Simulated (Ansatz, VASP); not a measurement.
## One calculation of CoO, two programs

Contents of INCAR:

```
SYSTEM = CoO
PREC     = Accurate       ! precision mode
ENCUT    = 520            ! plane-wave cutoff, eV
EDIFF    = 1E-6           ! SCF threshold, eV
ISMEAR   = -1             ! smearing method
SIGMA    = 0.05           ! smearing width, eV
LREAL    = .FALSE.        ! projectors in reciprocal space
LASPH    = .TRUE.         ! aspherical terms in the spheres
NELM     = 150            ! most SCF steps
ALGO     = Normal         ! electronic algorithm
ISIF     = 2              ! what is computed and relaxed
LWAVE    = .FALSE.        ! write WAVECAR
LCHARG   = .TRUE.         ! write CHGCAR
ISPIN    = 2              ! spin polarisation
MAGMOM   = 2 2 0 0        ! initial moments
LORBIT   = 11             ! projections on sites
LMAXMIX  = 4              ! l up to which the mixer works
GGA      = CA             ! functional
LELF     = .TRUE.         ! ELF
LVHAR    = .TRUE.       
NBANDS   = 27             ! bands
```

Contents of KPOINTS:

```
regular mesh
0
G
  10 10 5
  0 0 0
```

The input POSCAR:

```
CoO
1.0
    3.1323693509      0.0000000000      0.0000000000
   -1.5661846755      2.7127114320      0.0000000000
    0.0000000000      0.0000000000      5.1219713984
Co O
2 2
Direct
    0.3333333333      0.6666666667      0.5033624100
    0.0000000000      0.0000000000      0.0034741400
    0.3333333333      0.6666666667      0.8715556000
    0.0000000000      0.0000000000      0.3716088500
```

The input input.yaml:

```yaml
crystal:
  lattice:
    - [3.1323693509, 0.0, 0.0]
    - [-1.5661846755, 2.712711432, 0.0]
    - [0.0, 0.0, 5.1219713984]
  atoms:
    - { symbol: Co, position: [0.3333333333, 0.6666666667, 0.50336241], spin: 2.0 }
    - { symbol: Co, position: [0.0, 0.0, 0.00347414], spin: 2.0 }
    - { symbol: O, position: [0.3333333333, 0.6666666667, 0.8715556] }
    - { symbol: O, position: [0.0, 0.0, 0.37160885] }
kpoints:
  mp_grid: { grid: [10, 10, 5] }
scf:
  occupations: { method: fermi_dirac, width: 0.05 }
hamiltonian:
  xc: lda
  pseudopotentials: { kind: all_electron, lapw: { basis_error: 0.002 } }
magnetization:
  spin_polarized: true
output:
  forces: true
  stress: true
  eigenvalues: true
```

Change from the starting cell: volume scaled by 0.94.

Alike in both runs: task single point; functional LDA; k mesh 10 × 10 × 5; occupations fermi-dirac, width 0.05 eV; collinear spin.

|  | VASP | Ansatz |
| --- | --- | --- |
| version | VASP 6.6.1 | Ansatz 0.2.0 |
| potentials or method | VASP PAW LDA potentials, release 64 (Co, O), cutoff 520 eV | all-electron LAPW, scalar-relativistic |

Ansatz gave:

- gap on the k mesh at the Fermi level (eV): none
- pressure (GPa): -11.7
- traceless stress, the component that is largest in VASP (GPa): 2.99
- rms of the force components (eV/Å): 0.012
- net moment per atom (μB): 0.00
- size of the moment on the site where the two differ most (μB): 1.92

Problem. Estimate VASP's values.

Solution. gap on the k mesh at the Fermi level (eV): none; pressure (GPa): -14.2; traceless stress, the component that is largest in VASP (GPa): 5.71; rms of the force components (eV/Å): 0.088; net moment per atom (μB): 0.96; size of the moment on the site where the two differ most (μB): 1.67.

The net moments are unlike, so the other rows may belong to different states. LDA's correlation is that of Perdew and Zunger in VASP and of Perdew and Wang (1992) in Ansatz. Site moments also hang on the region over which each program counts them. Atom by atom the forces differ by 0.076 eV/Å (rms over components). A gap of «none» marks a metal or a gap that the smearing closes. Ansatz ran all-electron here, and VASP with PAW potentials.
